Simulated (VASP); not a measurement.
## Sn: single point with PBE

The system is Sn.

```xyz
1
Lattice="-1.9040 1.9040 1.9040 1.9040 -1.9040 1.9040 1.9040 1.9040 -1.9040" Properties=species:S:1:pos:R:3 pbc="T T T"
Sn    0.0000    0.0000    0.0000
```

```json
{
 "Program": "VASP 6.6.1",
 "Task": "single point",
 "Functional": "PBE",
 "Potentials or basis": "VASP PAW PBE potentials, release 64 (Sn_d)",
 "Cutoff": "520 eV",
 "k mesh": "15 × 15 × 15",
 "Occupations": "fermi-dirac, width 0.05 eV",
 "Spin": "no spin polarisation"
}
```

| Item | Value |
| --- | --- |
| Pressure | -0.1 GPa |
| Band gap on the k mesh | zero (band 7 reaches 15.72 eV, above the bottom of band 8 at 5.49 eV) |

Levels at points of the mesh, in eV from the Fermi level:
```
           k point  band 5  band 6  band 7  band 8  band 9  band 10
(0.00, 0.00, 0.00)  -21.43  -10.98    7.82    7.82    7.82    12.08
```

Run time: 19 s on 1 thread of Intel(R) Xeon(R) 6975P-C (Granite Rapids), on a shared host, peak memory 0.18 GiB.

Caveat: spin-orbit coupling is left out, which moves the levels of the heavy elements.
